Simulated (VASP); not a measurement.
Al, 2 atoms in the cell. It takes space group R-3m (No. 166, trigonal). The conventional cell has a = 2.816 Å, b = 2.816 Å, c = 13.797 Å, α = 90.00°, β = 90.00°, γ = 120.00°. Within 3.5 Å of Al (site symmetry 3m) lie 12 Al at 2.65 to 2.99 Å.  This cell differs from its parent crystal: atoms displaced along a vibrational mode.

* Program: VASP 6.6.1
* Task: single point
* Functional: PBE
* Dispersion: D3(BJ)
* Potentials or basis: VASP PAW PBE potentials, release 64 (Al)
* Cutoff: 520 eV
* k mesh: 24 × 24 × 24
* Occupations: gaussian, width 0.15 eV
* Spin: no spin polarisation
* Dipole correction: no
* Further INCAR settings: ALGO = Fast; EDIFF = 1e-06; NBANDS = 10

Potentials or basis: VASP PAW PBE potentials, release 64 (Al).

Command:

```sh
$ cat potpaw_PBE.64/Al/POTCAR > POTCAR
$ mpirun -np 1 vasp_std > vasp.out
```

Hardware: 1 thread of AMD EPYC 7R13, with other jobs on the host.

**Question.** How long does it take, and how much memory?

**Answer.** Wall time 9.5 min on 1 thread of AMD EPYC 7R13, on a shared host, peak memory 0.41 GiB. Counts: scf iterations 12, k points 1313.
